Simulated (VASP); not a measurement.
**Te: single point with PBEsol**

Crystal: Te.

```
Te
1.0
     3.93888    0.00000    0.00000
    -1.96944    3.41117    0.00000
     0.00000    0.00000    4.38984
Te
2
Direct
  0.33333 0.66667 0.25000
  0.66667 0.33333 0.75000
```

```
Program             : VASP 6.6.1
Task                : single point
Functional          : PBEsol
Potentials or basis : VASP PAW PBE potentials, release 64 (Te)
Cutoff              : 520 eV
k mesh              : 14 × 14 × 8
Occupations         : fermi-dirac, width 0.08 eV
Spin                : no spin polarisation
```

| Quantity | Value |
| --- | --- |
| Pressure | 0.0 GPa |
| Band gap on the k mesh | zero (band 6 reaches 8.50 eV, above the bottom of band 7 at 6.10 eV) |

Levels at points of the mesh, in eV from the Fermi level:
```
           k point  band 4  band 5  band 6  band 7  band 8  band 9
(0.00, 0.00, 0.00)   -1.74   -1.74    1.04    1.04    3.03    3.64
(0.50, 0.00, 0.00)   -3.37   -2.89   -1.13   -0.81    2.22    2.76
(0.00, 0.00, 0.50)   -0.49   -0.31   -0.31   -0.31   -0.31    6.50
(0.50, 0.00, 0.50)   -5.86   -1.43   -1.43    0.99    0.99    7.13
```

Wall time 42 s on 1 thread of Intel(R) Xeon(R) Platinum 8375C CPU @ 2.90GHz (Ice Lake), with other jobs on the host, peak memory 0.22 GiB.

Caveat: the PAW data sets were made with another functional, which shifts forces and pressure a little; spin-orbit coupling is left out, which moves the levels of the heavy elements.
